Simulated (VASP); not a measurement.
SbBr, 2 atoms in the cell. It takes space group Pm-3m (No. 221, cubic). Conventional cell: a = 3.781 Å, b = 3.781 Å, c = 3.781 Å, α = 90.00°, β = 90.00°, γ = 90.00°. Within 4.3 Å of Sb (site symmetry m-3m) lie 8 Br at 3.27 Å and 6 Sb at 3.78 Å. Br (site symmetry m-3m) has 8 Sb at 3.27 Å and 6 Br at 3.78 Å within 4.3 Å. 

```yaml
Program: VASP 6.6.1
Task: single point
Functional: PBE
Potentials_or_basis: VASP PAW PBE potentials, release 64 (Sb, Br)
Cutoff: 500 eV
k_mesh: 14 × 14 × 14
Occupations: gaussian, width 0.1 eV
Spin: no spin polarisation
Dipole_correction: no
Further_INCAR_settings: ALGO = Normal; EDIFF = 1e-06; NBANDS = 13
```

Potentials or basis: VASP PAW PBE potentials, release 64 (Sb, Br).

Command:

```bash
$ cat potpaw_PBE.64/Sb/POTCAR potpaw_PBE.64/Br/POTCAR > POTCAR
$ mpirun -np 1 vasp_std > vasp.out
```

Hardware: 1 thread of Intel Xeon 8259CL, on a shared host.

Q: Estimate the wall time of this run.

A: It took 83 s on 1 thread of Intel Xeon 8259CL, on a shared host, peak memory 0.22 GiB. Counts: scf iterations 12, k points 120.
